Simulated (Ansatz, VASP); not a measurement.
## As in VASP and in Ansatz

The input INCAR:

```
ALGO = Normal ; EDIFF = 1E-7
EDIFFG = -0.01 ; ENCUT = 500
GGA = PE ; GGA_COMPAT = F
IBRION = 2 ; ISIF = 3
ISMEAR = 0 ; LASPH = T
LCHARG = F ; LREAL = F
LWAVE = F ; NELM = 120
NELMIN = 4 ; NSW = 100
PREC = Accurate ; SIGMA = 0.1
```

Contents of KPOINTS:

```
k-points
0
Gamma
  16 16 16
```

The input POSCAR:

```
As
1.0
    0.0000000000      2.9895508776      3.5319412167
    2.3689725127      0.0000000000      3.5319412167
    2.3689725127      2.9895508776      0.0000000000
As
2
Direct
    0.0000000000      0.0000000000      0.0000000000
    0.2500000000      0.2500000000      0.2500000000
```

Input for Ansatz:

```yaml
crystal:
  lattice:
    - [0.0, 2.9895508776, 3.5319412167]
    - [2.3689725127, 0.0, 3.5319412167]
    - [2.3689725127, 2.9895508776, 0.0]
  atoms:
    - { symbol: As, position: [0.0, 0.0, 0.0] }
    - { symbol: As, position: [0.25, 0.25, 0.25] }
basis:
  ecutwfc: 420
kpoints:
  mp_grid: { grid: [16, 16, 16] }
hamiltonian:
  xc: pbe
scf:
  occupations: { method: gaussian, width: 0.1 }
output:
  forces: true
  stress: true
  eigenvalues: true
  write_density: true
  write_potential: true
  elf: true
  volumetric_format: npy
relax:
  adjacent_minimum: "off"
  f_tol: 0.01
  max_steps: 80
  cell: { stress_tol: 0.05 }
```

Alike in both runs: task relaxation of cell and atoms; functional PBE; k mesh 16 × 16 × 16; occupations gaussian, width 0.1 eV; no spin polarisation.

```csv
,VASP,Ansatz
version,VASP 6.6.1,Ansatz 0.2.0
potentials or method,"VASP PAW PBE potentials, release 64 (As), cutoff 500 eV","scalar-relativistic, plane waves, PAW"
valence electrons in the cell,10,30
```

Ansatz gave:

| Item | Value |
| --- | --- |
| gap on the k mesh at the Fermi level, each at its own relaxed structure (eV) | none |
| relaxed volume (Å³/atom) | 25.14 |
| relaxed length of the cell vector where the two differ most in proportion (Å) | 3.838 |

Problem. What did VASP give for the same quantities?

Solution. gap on the k mesh at the Fermi level, each at its own relaxed structure (eV): none; relaxed volume (Å³/atom): 25.22; relaxed length of the cell vector where the two differ most in proportion (Å): 3.844.

A gap of «none» marks a metal or a gap that the smearing closes. VASP's potentials hold 10 valence electrons a cell and Ansatz's 30, so a difference there can come from the potentials and not from the codes.
